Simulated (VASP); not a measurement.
Runs of VASP 6.6.1 on KMgF3. The structure is that of space group Pm-3m (No. 221), or close to it. The cells are those of the table. 

```csv
task,cell,k mesh,smearing,gap on the mesh (eV),pressure (GPa)
single point,"a = 3.986 Å, 5 atoms",4 × 4 × 4,gaussian 0.1 eV,7.31,3.2
single point,"a = 4.061, b = 4.062, c = 4.062 Å, 5 atoms",3 × 3 × 3,gaussian 0.15 eV,7.04,(a)
relaxation of cell and atoms,"relaxed from a = 4.228 Å, 5 atoms",3 × 3 × 3,gaussian 0.15 eV,7.13,-0.2
single point,"a = 4.069 Å, 5 atoms",3 × 3 × 3,gaussian 0.15 eV,7.00,(b)
single point,"a = 4.065 Å, 5 atoms",3 × 3 × 3,gaussian 0.15 eV,7.02,-1.0
```

Alike in all rows: level PBE; potentials or basis VASP PAW PBE potentials, release 64 (K_sv, Mg, F); no spin polarisation; cutoff (eV) 600.

Task: Fill in the values left out.

Result: (a) -0.9; (b) -1.2.

Caveats: some runs use coarse meshes; an odd mesh through Γ misses points on the zone boundary, where band edges can lie (at least some runs); the cell stands under pressure (at least some runs).
